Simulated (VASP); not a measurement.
**BaTiO3: single point with r2SCAN+U**

Crystal: BaTiO3.

```
O Ti Ba
1.0
     4.04347    4.04347    0.00000
     0.00000    4.04347    4.04347
     4.04347    0.00000    4.04347
O Ti Ba
6 2 2
Cartesian
  4.0435 4.0435 6.0652
  4.0435 4.0435 2.0217
  2.0217 4.0435 4.0435
  6.0652 4.0435 4.0435
  4.0435 2.0217 4.0435
  4.0435 6.0652 4.0435
  2.0217 2.0217 2.0217
  6.0652 6.0652 6.0652
  0.0000 0.0000 0.0000
  4.0435 4.0435 4.0435
```

```yaml
Program: VASP 6.6.1
Task: single point
Functional: r2SCAN
Potentials_or_basis: VASP PAW PBE potentials, release 64 (O, Ti_sv, Ba_sv)
Cutoff: 520 eV
k_mesh: 4 × 4 × 4
Occupations: fermi-dirac, width 0.1 eV
Spin: collinear spin, ferromagnetic start
Starting_moments: "[0.01, 0.01, 0.01, 0.01, 0.01, 0.01, 1.98, 1.98, 0.01, 0.01] μB"
Hubbard_terms: Ti d U = 5.7 eV, J = 0.57 eV
```

```yaml
Pressure: 69.4 GPa
Net_moment: -4.25 μB per cell
Site_moments: O -0.01; Ti -1.83; Ba -0.01 μB
Valence_electrons_inside_the_program's_atomic_spheres: O 5.09; Ti 9.95; Ba 9.46
```

Levels at points of the mesh, in eV from the Fermi level:
Spin up:
```
           k point  band 36  band 37  band 38  band 39  band 40  band 41
(0.00, 0.00, 0.00)    -4.20    -2.88    -0.24     1.48     1.48     1.48
(0.50, 0.00, 0.00)    -2.05    -2.05    -2.05    -0.62    -0.62     1.70
(0.50, 0.50, 0.00)    -4.57    -4.25     0.85     1.17     1.17     1.96
```
Spin down:
```csv
k point,band 40,band 41,band 42,band 43,band 44,band 45
"(0.00, 0.00, 0.00)",-4.22,-2.93,-1.25,0.90,0.90,0.90
"(0.50, 0.00, 0.00)",-2.10,-2.10,-2.10,-0.69,-0.69,0.86
"(0.50, 0.50, 0.00)",-3.70,-3.66,0.80,1.11,1.11,1.24
```

Eigenvalues of the final occupation matrices:
| site | spin | trace | eigenvalues |
| --- | --- | --- | --- |
| site 7 d | 1 | 0.06 | 0.01 0.01 0.01 0.01 0.01 |
| site 7 d | 2 | 1.85 | 0.02 0.02 0.02 0.90 0.90 |
| site 8 d | 1 | 0.06 | 0.01 0.01 0.01 0.01 0.01 |
| site 8 d | 2 | 1.85 | 0.02 0.02 0.02 0.90 0.90 |

Wall time 12 min on 1 thread of AMD EPYC 7R13 Processor (Zen 3), on a shared host, peak memory 0.46 GiB.

Caveat: the PAW data sets were made with another functional, which shifts forces and pressure a little; spin-orbit coupling is left out, which moves the levels of the heavy elements. The state reached can hang on the start; a lower one may exist.
